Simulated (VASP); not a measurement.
# CsEu (P-6m2) in VASP: notebook

The runs below take CsEu through single point, with PBE, BLYP.

All numbers are computed with VASP 6.6.1; they aren't measurements. Logs are shortened: lines on timing, memory, paths and dates and some standing lists are left out, and cuts for length are marked.

### Step 1. The cell of the first run

Symmetry: P-6m2, No. 187, hexagonal system. The conventional cell has a = 4.464 Å, b = 4.464 Å, c = 8.009 Å, α = 90.00°, β = 90.00°, γ = 120.00°. Within 5.9 Å of Cs (site symmetry -6m2) lie 6 Cs at 4.46 Å and 6 Eu at 4.76 Å. Within 5.9 Å of Eu (site symmetry -6m2) lie 6 Eu at 4.46 Å and 6 Cs at 4.76 Å.

### Step 2. Single point, PBE, collinear spin, ferromagnetic start

The input, INCAR:

```
SYSTEM = CsEu
PREC = Accurate ; ENCUT = 520
EDIFF = 1E-7 ; ISMEAR = 1
SIGMA = 0.3 ; LREAL = .False.
LASPH = .True. ; NELM = 150
ALGO = Normal ; ISIF = 2
LWAVE = .False. ; LCHARG = .True.
ISPIN = 2 ; MAGMOM = 0 7
LORBIT = 11 ; LMAXMIX = 6
GGA = PE ; LELF = .True.
LVHAR = .True. ; NBANDS = 24
```

The input, KPOINTS:

```
regular mesh
0
Gamma
  6 6 3
  0 0 0
```

The input, POSCAR:

```
CsEu
1.0
    4.4644198800      0.0000000000      0.0000000000
   -2.2322099400      3.8663010300      0.0000000000
    0.0000000000      0.0000000000      8.0086310000
Cs Eu
1 1
Direct
    0.0000000000      0.0000000000      0.5000000000
    0.6666666667      0.3333333333      0.0000000000
```

Potentials or basis: VASP PAW PBE potentials, release 64 (Cs_sv, Eu).

Command:

```console
> cat potpaw_PBE.64/Cs_sv/POTCAR potpaw_PBE.64/Eu/POTCAR > POTCAR
> mpirun -np 1 vasp_std > vasp.out
```

OUTCAR:

```text
SYSTEM = CsEu
   PREC = Accurate
   ENCUT = 520
   EDIFF = 1E-7
   ISMEAR = 1
   LREAL = .False.
   LASPH = .True.
   NELM = 150
   ISIF = 2
   ISPIN = 2
   LORBIT = 11
   GGA = PE

 ion  position               nearest neighbor table
   1  0.000  0.000  0.500-
   2  0.667  0.333  0.000-

  LATTYP: Found a hexagonal cell.
 ALAT       =     4.4644198800
 C/A-ratio  =     1.7938794323

  Lattice vectors:

 A1 = (   4.4644198800,   0.0000000000,   0.0000000000)
 A2 = (  -2.2322099400,   3.8663010300,   0.0000000000)
 A3 = (   0.0000000000,   0.0000000000,   8.0086310000)

Analysis of symmetry for initial positions (statically):
=====================================================================
 Subroutine PRICEL returns:
 Original cell was already a primitive cell.

 Routine SETGRP: Setting up the symmetry group for a
 hexagonal supercell.

 Subroutine GETGRP returns: Found 12 space group operations
 (whereof 12 operations were pure point group operations)
 out of a pool of 24 trial point group operations.

The static configuration has the point symmetry D_3h.

Analysis of symmetry for dynamics (positions and initial velocities):
=====================================================================
 Subroutine PRICEL returns:
 Original cell was already a primitive cell.

 Routine SETGRP: Setting up the symmetry group for a
 hexagonal supercell.

 Subroutine GETGRP returns: Found 12 space group operations
 (whereof 12 operations were pure point group operations)
 out of a pool of 24 trial point group operations.

The dynamic configuration has the point symmetry D_3h.

Analysis of structural, dynamic, and magnetic symmetry:
=====================================================================
 Subroutine PRICEL returns:
 Original cell was already a primitive cell.

 Routine SETGRP: Setting up the symmetry group for a
 hexagonal supercell.

 Subroutine GETGRP returns: Found 12 space group operations
 (whereof 12 operations were pure point group operations)
 out of a pool of 24 trial point group operations.

The overall configuration has the point symmetry D_3h.

 Subroutine INISYM returns: Found 12 space group operations
 (whereof 12 operations are pure point group operations),
[... 101 lines left out ...]
   EFERMI_NEDOS =   21; number of points for ismear=-14 and -15
   IALGO  =     38    algorithm
   IMIX   =      4    mixing-type and parameters
     AMIX     =   0.40;   BMIX     =  1.00
     AMIX_MAG =   1.60;   BMIX_MAG =  1.00
  volume/ion in A,a.u.               =      69.12       466.43
  Fermi-wavevector in a.u.,A,eV,Ry     =   0.937979  1.772523 11.970459  0.879804
  Thomas-Fermi vector in A             =   2.065144
   LORBIT       =     11    0 simple, 1 ext, 2 COOP (PROOUT), +10 PAW based schemes
   GGA     = PE    functional components
   LHFCALC =     F    Hartree Fock is set to
   AEXX    =    0.0000 exact exchange contribution
   IVDW    =     0    specifies the selected vdW correction
   LEPSILON=     F    determine dielectric tensor
   LRPA    =     F    only Hartree local field effects (RPA)
 spin polarized calculation
 Methfessel and Paxton  Order N= 1 SIGMA  =   0.30
  energy-cutoff  :      520.00
  volume of cell :      138.24
 maximum number of plane-waves:      3748
 NGX is ok and might be reduce to    36
   NGX = 17   NGY = 17   NGZ = 29

 number of electron      25.9999998 magnetization       7.5074642

 Free energy of the ion-electron system (eV)
  ---------------------------------------------------
  ext. energy  EPLUGINS =         0.00000000
  ---------------------------------------------------
  free energy    TOTEN  =       -11.63464153 eV

  energy without entropy =      -11.71692659  energy(sigma->0) =      -11.66206988

 E-fermi :   1.2633     XC(G=0):  -6.9446

 val. band max:        1.2631110843   @ k =   0.3333   0.3333   0.0000
 cond. band min:       1.2874292589   @ k =   0.5000  -0.0000   0.0000
 fundamental gap:      0.0243181746
 Fermi energy:         1.2632511825

 spin component 1

 k-point     1 :       0.0000    0.0000    0.0000
  band No.  band energies     occupation
      1     -40.6684      1.00000
      2     -22.2797      1.00000
      3     -19.5525      1.00000
      4     -19.4594      1.00000
      5     -19.4594      1.00000
      6      -9.0832      1.00000
[... 367 lines left out ...]
     23       4.1691     -0.00000
     24       4.2636     -0.00000
 Fermi energy:         1.2632511825

 spin component 2

 k-point     1 :       0.0000    0.0000    0.0000
  band No.  band energies     occupation
      1     -37.4726      1.00000
      2     -22.2669      1.00000
      3     -17.2183      1.00000
      4     -17.1175      1.00000
      5     -17.1175      1.00000
      6      -9.0594      1.00000
[... 367 lines left out ...]
     23       5.8556     -0.00000
     24       5.9019     -0.00000

------------------------ aborting loop because EDIFF is reached ----------------------------------------

  FORCE on cell =-STRESS in cart. coord.  units (eV):
  Direction    XX          YY          ZZ          XY          YZ          ZX
  --------------------------------------------------------------------------------------
  -------------------------------------------------------------------------------------
  Total       -0.1892591     -0.1892591     -0.1778820     -0.0000000     -0.0000000      0.0000000
  in kB       -2.1935536     -2.1935536     -2.0616911     -0.0000000     -0.0000000      0.0000000
  external PRESSURE =      -2.1495995 kB  Pullay stress =       0.0000000 kB

 VOLUME and BASIS-vectors are now :
 -----------------------------------------------------------------------------
  energy-cutoff  :      520.00
  volume of cell :      138.24
      direct lattice vectors                 reciprocal lattice vectors
     4.464419880  0.000000000  0.000000000     0.223993268  0.129322574  0.000000000
    -2.232209940  3.866301030  0.000000000     0.000000000  0.258645147  0.000000000
     0.000000000  0.000000000  8.008631000     0.000000000  0.000000000  0.124865286

 POSITION                                       TOTAL-FORCE (eV/Angst)
 -----------------------------------------------------------------------------------
      0.00000      0.00000      4.00432         0.000000     -0.000000      0.000000
      2.23221      1.28877      0.00000        -0.000000      0.000000      0.000000
 -----------------------------------------------------------------------------------
    total drift:                               -0.000000      0.000000      0.000000

  FREE ENERGIE OF THE ION-ELECTRON SYSTEM (eV)
  ---------------------------------------------------
  free  energy   TOTEN  =       -11.6346415302 eV

  energy  without entropy=      -11.7169265853  energy(sigma->0) =      -11.66206988

 total charge

# of ion       s       p       d       f       tot
--------------------------------------------------
    1        1.859   4.660   0.034   0.000   6.553
    2        2.081   5.732   0.132   6.804  14.749
--------------------------------------------------
tot          3.940  10.392   0.166   6.804  21.302

 magnetization (x)

# of ion       s       p       d       f       tot
--------------------------------------------------
    1        0.004   0.003   0.007   0.000   0.014
    2       -0.005  -0.107   0.078   6.804   6.771
--------------------------------------------------
tot         -0.001  -0.104   0.086   6.804   6.785
```

stdout:

```text
POSCAR found type information on POSCAR CsEu
 POSCAR found :  2 types and       2 ions
 scaLAPACK will be used
 LDA part: xc-table for (Slater+PW92), standard interpolation
 POSCAR, INCAR and KPOINTS ok, starting setup
 FFT: planning ... GRIDC
 FFT: planning ... GRID_SOFT
 FFT: planning ... GRID
 WAVECAR not read
 entering main loop
```

It took 5.6 min on 1 thread of Oxide Virtual Turin-like, shared host; peak memory 0.34 GiB.

Results:

- Free energy: -11.6346 eV
- Pressure: -0.2 GPa
- Net moment: 7.51 μB per cell
- Site moments: Cs +0.01; Eu +6.77 μB
- Valence electrons inside the program's atomic spheres: Cs 6.55; Eu 14.75

Caveat: spin-orbit coupling is left out, which moves the levels of the heavy elements; without U or exact exchange the open f shell lies at the Fermi level, which spoils levels, moments and volumes. The state reached can hang on the start; a lower one may exist.

### Step 3. Single point, BLYP, collinear spin, ferromagnetic start

The input, INCAR:

```
SYSTEM = CsEu
PREC = Accurate
ENCUT = 520
EDIFF = 1E-7
ISMEAR = 1
SIGMA = 0.3
LREAL = .FALSE.
LASPH = .TRUE.
NELM = 150
ALGO = Normal
ISIF = 2
LWAVE = .FALSE.
LCHARG = .FALSE.
ISPIN = 2
MAGMOM = 0 7
LORBIT = 11
LMAXMIX = 6
GGA = B5
ALDAX = 1.0
AGGAX = 1.0
AGGAC = 1.0
ALDAC = 0.0
NBANDS = 24
```

The input, KPOINTS:

```
regular mesh
0
G
  6 6 3
  0 0 0
```

POSCAR is that of step 2.

Potentials or basis: VASP PAW PBE potentials, release 64 (Cs_sv, Eu).

Command:

```console
> cat potpaw_PBE.64/Cs_sv/POTCAR potpaw_PBE.64/Eu/POTCAR > POTCAR
> mpirun -np 1 vasp_std > vasp.out
```

Run time: 6.2 min. Hardware: 1 thread of Oxide Virtual Turin-like, shared host; peak memory 0.34 GiB.

It converged, with:

```
Free energy                                           : -10.3721 eV
Pressure                                              : 0.3 GPa
Net moment                                            : 7.43 μB per cell
Site moments                                          : Cs +0.01; Eu +6.80 μB
Valence electrons inside the program's atomic spheres : Cs 6.58; Eu 14.75
```

Levels at points of the mesh, in eV from the Fermi level:
Spin up:
```csv
k point,band 15,band 16,band 17,band 18,band 19,band 20
"(0.00, 0.00, 0.00)",-0.26,-0.26,-0.25,0.55,1.45,1.48
"(0.50, 0.00, 0.00)",-0.26,-0.25,-0.05,0.03,0.53,1.21
```
Spin down:
```csv
k point,band 6,band 7,band 8,band 9,band 10,band 11,band 12,band 13
"(0.00, 0.00, 0.00)",-10.54,-10.29,-10.29,-2.72,-0.53,0.85,1.84,2.21
"(0.50, 0.00, 0.00)",-10.94,-10.44,-10.43,-0.49,0.18,0.39,0.84,1.52
```

Caveat: the PAW data sets were made with another functional, which shifts forces and pressure a little; spin-orbit coupling is left out, which moves the levels of the heavy elements; without U or exact exchange the open f shell lies at the Fermi level, which spoils levels, moments and volumes.
